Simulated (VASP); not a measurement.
# Sr (Fm-3m) in VASP: notebook

The runs below take Sr through single point, with PBE.

Program: VASP 6.6.1. These are calculated values, not measurements. Logs are shortened: lines on timing, memory, paths and dates and some standing lists are left out, and cuts for length are marked.

### 1 The cell of the first run

Symmetry: Fm-3m, No. 225, cubic system. Conventional cell: a = 6.038 Å, b = 6.038 Å, c = 6.038 Å, α = 90.00°, β = 90.00°, γ = 90.00°. Sr (site symmetry m-3m) has 12 Sr at 4.27 Å within 5.6 Å.

### 2 Single point, PBE

INCAR reads:

```
SYSTEM = Sr
ALGO = Normal ; EDIFF = 1E-7
ENCUT = 520 ; GGA = PE
ISIF = 2 ; ISMEAR = 0
LASPH = .True. ; LCHARG = .False.
LREAL = .False. ; LWAVE = .False.
NBANDS = 11 ; NELM = 100
PREC = Accurate ; SIGMA = 0.1
```

KPOINTS reads:

```
k-points
0
Gamma
  9 9 9
  0 0 0
```

POSCAR reads:

```
Sr
1.0
    0.0000000000      3.0191365063      3.0191365063
    3.0191365063      0.0000000000      3.0191365063
    3.0191365063      3.0191365063      0.0000000000
Sr
1
Direct
    0.0000000000      0.0000000000      0.0000000000
```

Potentials or basis: VASP PAW PBE potentials, release 64 (Sr_sv).

The run is started by

```sh
$ cat potpaw_PBE.64/Sr_sv/POTCAR > POTCAR
$ mpirun -np 1 vasp_std > vasp.out
```

OUTCAR:

```text
SYSTEM = Sr
   EDIFF = 1E-7
   ENCUT = 520
   GGA = PE
   ISIF = 2
   ISMEAR = 0
   LASPH = .True.
   LREAL = .False.
   NELM = 100
   PREC = Accurate

 ion  position               nearest neighbor table
   1  0.000  0.000  0.000-

  LATTYP: Found a face centered cubic cell.
 ALAT       =     6.0382730126

  Lattice vectors:

 A1 = (   0.0000000000,   3.0191365063,   3.0191365063)
 A2 = (   3.0191365063,   0.0000000000,   3.0191365063)
 A3 = (   3.0191365063,   3.0191365063,   0.0000000000)

Analysis of symmetry for initial positions (statically):
=====================================================================
 Subroutine PRICEL returns:
 Original cell was already a primitive cell.

 Routine SETGRP: Setting up the symmetry group for a
 face centered cubic supercell.

 Subroutine GETGRP returns: Found 48 space group operations
 (whereof 48 operations were pure point group operations)
 out of a pool of 48 trial point group operations.

The static configuration has the point symmetry O_h .

Analysis of symmetry for dynamics (positions and initial velocities):
=====================================================================
 Subroutine PRICEL returns:
 Original cell was already a primitive cell.

 Routine SETGRP: Setting up the symmetry group for a
 face centered cubic supercell.

 Subroutine GETGRP returns: Found 48 space group operations
 (whereof 48 operations were pure point group operations)
 out of a pool of 48 trial point group operations.

The dynamic configuration has the point symmetry O_h .

 Subroutine INISYM returns: Found 48 space group operations
 (whereof 48 operations are pure point group operations),
 and found     1 'primitive' translations

----------------------------------------------------------------------------------------

                                     Primitive cell

  volume of cell :      55.0400

  direct lattice vectors                    reciprocal lattice vectors
     0.000000000  3.019136506  3.019136506    -0.165610266  0.165610266  0.165610266
     3.019136506  0.000000000  3.019136506     0.165610266 -0.165610266  0.165610266
     3.019136506  3.019136506  0.000000000     0.165610266  0.165610266 -0.165610266

  length of vectors
     4.269703794  4.269703794  4.269703794     0.286845395  0.286845395  0.286845395

  position of ions in fractional coordinates (direct lattice)
     0.000000000  0.000000000  0.000000000

  ion indices of the primitive-cell ions
   primitive index   ion index
                 1           1

----------------------------------------------------------------------------------------

 KPOINTS: k-points

Automatic generation of k-mesh.
 Grid dimensions read from file:
 generate k-points for:    9    9    9

 Generating k-lattice:

  Cartesian coordinates                     Fractional coordinates (reciprocal lattice)
    -0.018401141  0.018401141  0.018401141     0.111111111  0.000000000  0.000000000
     0.018401141 -0.018401141  0.018401141     0.000000000  0.111111111  0.000000000
     0.018401141  0.018401141 -0.018401141     0.000000000  0.000000000  0.111111111

  Length of vectors
     0.031871711  0.031871711  0.031871711

  Shift w.r.t. Gamma in fractional coordinates (k-lattice)
     0.000000000  0.000000000  0.000000000

 Subroutine IBZKPT returns following result:
 ===========================================

 Found     35 irreducible k-points:

 Following reciprocal coordinates:
            Coordinates               Weight
  0.000000  0.000000  0.000000      1.000000
  0.111111  0.000000  0.000000      8.000000
  0.222222  0.000000  0.000000      8.000000
  0.333333  0.000000  0.000000      8.000000
  0.444444  0.000000  0.000000      8.000000
  0.111111  0.111111  0.000000      6.000000
[... 16 lines left out ...]
 -0.333333  0.333333  0.000000     12.000000
  0.444444  0.444444  0.000000      6.000000
 [... further k-points ...]
   k-points           NKPTS =     35   k-points in BZ     NKDIM =     35   number of bands    NBANDS=     11
   number of dos      NEDOS =    301   number of ions     NIONS =      1
   total plane-waves  NPLWV =  32768
   dimension x,y,z NGX =    32 NGY =   32 NGZ =   32
   dimension x,y,z NGXF=    64 NGYF=   64 NGZF=   64
   ions per type =               1
   NGX,Y,Z   is equivalent  to a cutoff of  12.46, 12.46, 12.46 a.u.
   NGXF,Y,Z  is equivalent  to a cutoff of  24.92, 24.92, 24.92 a.u.
 SYSTEM =  Sr
   PREC   = accura    normal or accurate (medium, high low for compatibility)
   ISTART =      0    job   : 0-new  1-cont  2-samecut
   ICHARG =      2    charge: 1-file 2-atom 10-const
   ISPIN  =      1    spin polarized calculation?
   LNONCOLLINEAR =      F non collinear calculations
   LSORBIT =      F    spin-orbit coupling
   LASPH  =      T    aspherical Exc in radial PAW
   ENCUT  =  520.0 eV  38.22 Ry    6.18 a.u.   7.94  7.94  7.94*2*pi/ulx,y,z
   NELM   =    100;   NELMIN=  2; NELMDL= -5     # of ELM steps
   EDIFF  = 0.1E-06   stopping-criterion for ELM
   LREAL  =      F    real-space projection
   EDIFFG = 0.1E-05   stopping-criterion for IOM
   NSW    =      0    number of steps for IOM
   IBRION =     -1    ionic relax: 0-MD 1-quasi-New 2-CG
   NFREE  =      0    steps in history (QN), initial steepest desc. (CG)
   ISIF   =      2    stress and relaxation
   ISYM   =      2    0-nonsym 1-usesym 2-fastsym
   POTIM  = 0.5000    time-step for ionic-motion
   TEBEG  =    0.0;   TEEND  =   0.0 temperature during run
   PSTRESS=    0.0 pullay stress
   NELECT =      10.0000    total number of electrons
   NUPDOWN=      -1.0000    fix difference up-down
   EMIN   =  10.00;   EMAX   =-10.00  energy-range for DOS
   EFERMI =   0.00;   METHOD = LEGACY
   ISMEAR =     0;   SIGMA  =   0.10  broadening in eV -4-tet -1-fermi 0-gaus
   EFERMI_NEDOS =   21; number of points for ismear=-14 and -15
   IALGO  =     38    algorithm
   IMIX   =      4    mixing-type and parameters
     AMIX     =   0.40;   BMIX     =  1.00
     AMIX_MAG =   1.60;   BMIX_MAG =  1.00
  volume/ion in A,a.u.               =      55.04       371.43
  Fermi-wavevector in a.u.,A,eV,Ry     =   0.927218  1.752189 11.697393  0.859734
  Thomas-Fermi vector in A             =   2.053265
   LORBIT       =      0    0 simple, 1 ext, 2 COOP (PROOUT), +10 PAW based schemes
   GGA     = PE    functional components
   LHFCALC =     F    Hartree Fock is set to
   AEXX    =    0.0000 exact exchange contribution
   IVDW    =     0    specifies the selected vdW correction
   LEPSILON=     F    determine dielectric tensor
   LRPA    =     F    only Hartree local field effects (RPA)
 non-spin polarized calculation
 Gauss-broadening in eV      SIGMA  =   0.10
  energy-cutoff  :      520.00
  volume of cell :       55.04
 maximum number of plane-waves:      1491
   NGX = 15   NGY = 15   NGZ = 15

 number of electron      10.0000000 magnetization

 Free energy of the ion-electron system (eV)
  ---------------------------------------------------
  ext. energy  EPLUGINS =         0.00000000
  ---------------------------------------------------
  free energy    TOTEN  =        -1.63799274 eV

  energy without entropy =       -1.63107779  energy(sigma->0) =       -1.63453526

 E-fermi :   1.5738     XC(G=0):  -7.3473

 val. band max:        1.5239201519   @ k =  -0.3333   0.4444   0.2222
 cond. band min:       1.6110936160   @ k =  -0.4444   0.2222   0.0000
 fundamental gap:      0.0871734641
 Fermi energy:         1.5738132137

 k-point     1 :       0.0000    0.0000    0.0000
  band No.  band energies     occupation
      1     -35.0380      2.00000
      2     -16.9261      2.00000
      3     -16.9261      2.00000
      4     -16.9261      2.00000
      5      -2.0628      2.00000
      6       3.9243      0.00000
      7       3.9243      0.00000
      8       3.9243      0.00000
      9       5.3892      0.00000
     10       5.3892      0.00000
     11       8.6823      0.00000

 k-point     2 :       0.1111    0.0000    0.0000
  band No.  band energies     occupation
      1     -35.0363      2.00000
      2     -16.9495      2.00000
      3     -16.9293      2.00000
      4     -16.9293      2.00000
      5      -1.8654      2.00000
      6       3.6286      0.00000
      7       4.0124      0.00000
      8       4.0124      0.00000
      9       5.2765      0.00000
     10       5.2765      0.00000
     11       9.1587      0.00000

 k-point     3 :       0.2222    0.0000    0.0000
  band No.  band energies     occupation
      1     -35.0323      2.00000
      2     -17.0080      2.00000
      3     -16.9372      2.00000
      4     -16.9372      2.00000
      5      -1.3070      2.00000
      6       3.0085      0.00000
      7       4.0964      0.00000
      8       4.0964      0.00000
      9       5.2615      0.00000
     10       5.2615      0.00000
     11       8.6047      0.00000

 k-point     4 :       0.3333    0.0000    0.0000
  band No.  band energies     occupation
      1     -35.0276      2.00000
      2     -17.0733      2.00000
      3     -16.9463      2.00000
      4     -16.9463      2.00000
      5      -0.4992      2.00000
      6       2.3549      0.00000
      7       3.9420      0.00000
      8       3.9420      0.00000
      9       5.7360      0.00000
     10       5.7360      0.00000
     11       7.7599      0.00000

 k-point     5 :       0.4444    0.0000    0.0000
  band No.  band energies     occupation
      1     -35.0245      2.00000
      2     -17.1152      2.00000
      3     -16.9521      2.00000
      4     -16.9521      2.00000
      5       0.2973      2.00000
      6       1.7737      0.00471
      7       3.7879      0.00000
      8       3.7879      0.00000
      9       6.3220      0.00000
     10       6.3220      0.00000
     11       7.2599      0.00000
[... 211 lines left out ...]
 k-point    21 :       0.4444    0.3333    0.0000
  band No.  band energies     occupation
      1     -35.0216      2.00000
      2     -17.0873      2.00000
      3     -16.9961      2.00000
      4     -16.9863      2.00000
      5       0.5686      2.00000
      6       2.0885      0.00000
      7       2.7398      0.00000
      8       5.2659      0.00000
      9       5.7135      0.00000
     10       6.4926      0.00000
     11       7.4014      0.00000

 k-point    22 :      -0.4444    0.3333    0.0000
  band No.  band energies     occupation
      1     -35.0202      2.00000
      2     -17.0855      2.00000
      3     -17.0249      2.00000
      4     -16.9837      2.00000
      5       1.2437      2.00000
      6       1.8691      0.00003
      7       2.5374      0.00000
      8       5.0080      0.00000
      9       5.6381      0.00000
     10       6.4300      0.00000
     11       7.1349      0.00000

 k-point    23 :      -0.3333    0.3333    0.0000
  band No.  band energies     occupation
      1     -35.0207      2.00000
      2     -17.0575      2.00000
      3     -17.0564      2.00000
      4     -16.9730      2.00000
      5       1.3968      1.98767
      6       1.9107      0.00000
      7       2.3553      0.00000
      8       4.6771      0.00000
      9       5.6118      0.00000
     10       5.9161      0.00000
     11       8.1217      0.00000

 k-point    24 :       0.4444    0.4444    0.0000
  band No.  band energies     occupation
      1     -35.0201      2.00000
      2     -17.1043      2.00000
      3     -16.9951      2.00000
      4     -16.9951      2.00000
      5       0.8146      2.00000
      6       1.9673      0.00000
      7       2.6629      0.00000
      8       6.1781      0.00000
      9       6.1781      0.00000
     10       6.3966      0.00000
     11       7.5138      0.00000

 [... further k-points ...]

------------------------ aborting loop because EDIFF is reached ----------------------------------------

  FORCE on cell =-STRESS in cart. coord.  units (eV):
  Direction    XX          YY          ZZ          XY          YZ          ZX
  --------------------------------------------------------------------------------------
  -------------------------------------------------------------------------------------
  Total       -0.0205220     -0.0205220     -0.0205220      0.0000000      0.0000000      0.0000000
  in kB       -0.5973808     -0.5973808     -0.5973808      0.0000000      0.0000000      0.0000000
  external PRESSURE =      -0.5973808 kB  Pullay stress =       0.0000000 kB

 VOLUME and BASIS-vectors are now :
 -----------------------------------------------------------------------------
  energy-cutoff  :      520.00
  volume of cell :       55.04
      direct lattice vectors                 reciprocal lattice vectors
     0.000000000  3.019136506  3.019136506    -0.165610266  0.165610266  0.165610266
     3.019136506  0.000000000  3.019136506     0.165610266 -0.165610266  0.165610266
     3.019136506  3.019136506  0.000000000     0.165610266  0.165610266 -0.165610266

 POSITION                                       TOTAL-FORCE (eV/Angst)
 -----------------------------------------------------------------------------------
      0.00000      0.00000      0.00000         0.000000     -0.000000     -0.000000
 -----------------------------------------------------------------------------------
    total drift:                                0.000000      0.000000      0.000000

  FREE ENERGIE OF THE ION-ELECTRON SYSTEM (eV)
  ---------------------------------------------------
  free  energy   TOTEN  =        -1.6379927366 eV

  energy  without entropy=       -1.6310777906  energy(sigma->0) =       -1.63453526
```

Wall time 20 s (1 thread of Intel Xeon 8259CL, shared host); peak memory 0.18 GiB.

What came out:

| Property | Result |
| --- | --- |
| Free energy | -1.6380 eV |
| Pressure | -0.1 GPa |

### 3 Single point, PBE

INCAR reads:

```
SYSTEM = Sr
PREC = Accurate ; ENCUT = 520
EDIFF = 1E-6 ; ISMEAR = 0
SIGMA = 0.2 ; LREAL = .False.
LASPH = .True. ; NELM = 100
ALGO = Normal ; ISIF = 2
LWAVE = .False. ; LCHARG = .False.
GGA = PE ; NBANDS = 11
```

KPOINTS reads:

```
Automatic mesh
0
Gamma
  9 9 9
  0 0 0
```

POSCAR is that of step 2.

Potentials or basis: VASP PAW PBE potentials, release 64 (Sr_sv).

The run is started by

```sh
$ cat potpaw_PBE.64/Sr_sv/POTCAR > POTCAR
$ mpirun -np 1 vasp_std > vasp.out
```

Run time: 22 s. Hardware: 1 thread of Intel Xeon 8259CL, shared host; peak memory 0.18 GiB.

The run converged. Its results:

| Item | Value |
| --- | --- |
| Free energy | -1.6488 eV |
| Pressure | 0.0 GPa |

Levels at points of the mesh, in eV from the Fermi level:
```csv
k point,band 3,band 4,band 5,band 6,band 7,band 8
"(0.00, 0.00, 0.00)",-18.50,-18.50,-3.63,2.35,2.35,2.35
```
